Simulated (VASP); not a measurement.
Input of a VASP 6.6.1 run:

Contents of INCAR:

```
PREC     = Accurate       # precision mode
ENCUT    = 500            # plane-wave cutoff, eV
EDIFF    = 1E-8           # SCF threshold, eV
ISMEAR   = -1             # smearing method
SIGMA    = 0.05           # smearing width, eV
LREAL    = False          # projectors in reciprocal space
LASPH    = True           # aspherical terms in the spheres
NELM     = 120            # most SCF steps
ALGO     = Normal         # electronic algorithm
ISIF     = 2              # what is computed and relaxed
LWAVE    = False          # write WAVECAR
LCHARG   = False          # write CHGCAR
GGA      = PE             # functional
NBANDS   = 12             # bands
IBRION   = 8              # ionic algorithm
NSW      = 1              # ionic steps
GGA_COMPAT= False
```

The input KPOINTS:

```
Automatic mesh
0
Gamma
  6 6 5
```

File POSCAR:

```
SiTe
1.0
    3.7143358800      0.0000000000      0.0000000000
   -1.8571679400      3.2167092300      0.0000000000
    0.0000000000      0.0000000000      4.9763725600
Si Te
1 1
Direct
    0.0000000000      0.0000000000      0.5000000000
    0.0000000000      0.0000000000      0.0000000000
```

Potentials or basis: VASP PAW PBE potentials, release 64 (Si, Te).

Launch:

```sh
$ cat potpaw_PBE.64/Si/POTCAR potpaw_PBE.64/Te/POTCAR > POTCAR
$ mpirun -np 1 vasp_std > vasp.out
```

(1) What does it give for the highest phonon frequency at Γ, LO-TO splitting left out?

(2) Predict the most unstable mode.

Results:

(1) 345 cm⁻¹.

(2) 140i cm⁻¹.

Caveat: some modes are imaginary.
